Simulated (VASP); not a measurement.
Set up this calculation in VASP 6.6.1, as the native input.

```
Task                   : single point
Functional             : r2SCAN
Potentials or basis    : VASP PAW PBE potentials, release 64 (Bi_d, Te)
Cutoff                 : 520 eV
k mesh                 : 9 × 9 × 9
Occupations            : gaussian, width 0.1 eV
Spin                   : no spin polarisation
Dipole correction      : no
Further INCAR settings : ALGO = Normal; EDIFF = 1e-06; NBANDS = 18
```

Crystal: BiTe.

```
Bi Te
1.0
     4.57254    0.00000    0.00000
    -2.28627    3.95994    0.00000
     2.28627    1.31998    3.73346
Bi Te
1 1
Direct
  0.00000 0.00000 0.00000
  0.00000 0.50000 0.50000
```

These files were run (other wordings do the same):

POSCAR

```
BiTe
1.0
    4.5725400051      0.0000000000      0.0000000000
   -2.2862700025      3.9599358042      0.0000000000
    2.2862700025      1.3199786014      3.7334632803
Bi Te
1 1
Direct
    0.0000000000      0.0000000000      0.0000000000
    0.0000000000      0.5000000000      0.5000000000
```

INCAR.step1

```
PREC = Accurate
ENCUT = 520
ISMEAR = 0
SIGMA = 0.1
LREAL = F
LASPH = T
NELM = 80
NBANDS = 18
GGA = PE
ALGO = Normal
EDIFF = 1E-4
LWAVE = T
LCHARG = F
```

INCAR.step2

```
PREC = Accurate
ENCUT = 520
EDIFF = 1E-6
ISMEAR = 0
SIGMA = 0.1
LREAL = F
LASPH = T
NELM = 80
ALGO = Normal
ISIF = 2
LWAVE = F
LCHARG = F
METAGGA = R2SCAN
LMIXTAU = T
NBANDS = 18
ISTART = 1
```

KPOINTS

```
Automatic mesh
0
Gamma
  9 9 9
```

Potentials or basis: VASP PAW PBE potentials, release 64 (Bi_d, Te).

Launch:

```sh
$ cat potpaw_PBE.64/Bi_d/POTCAR potpaw_PBE.64/Te/POTCAR > POTCAR
$ cp INCAR.step1 INCAR
$ mpirun -np 1 vasp_std > vasp.out
$ cp INCAR.step2 INCAR
$ mpirun -np 1 vasp_std > vasp.out
```

Results of the run:

```
Pressure : 0.0 GPa
```

Caveat: the PAW data sets were made with another functional, which shifts forces and pressure a little.

Wall time 3.7 min on 1 thread of Intel Xeon 8259CL, on a shared host, peak memory 0.24 GiB.
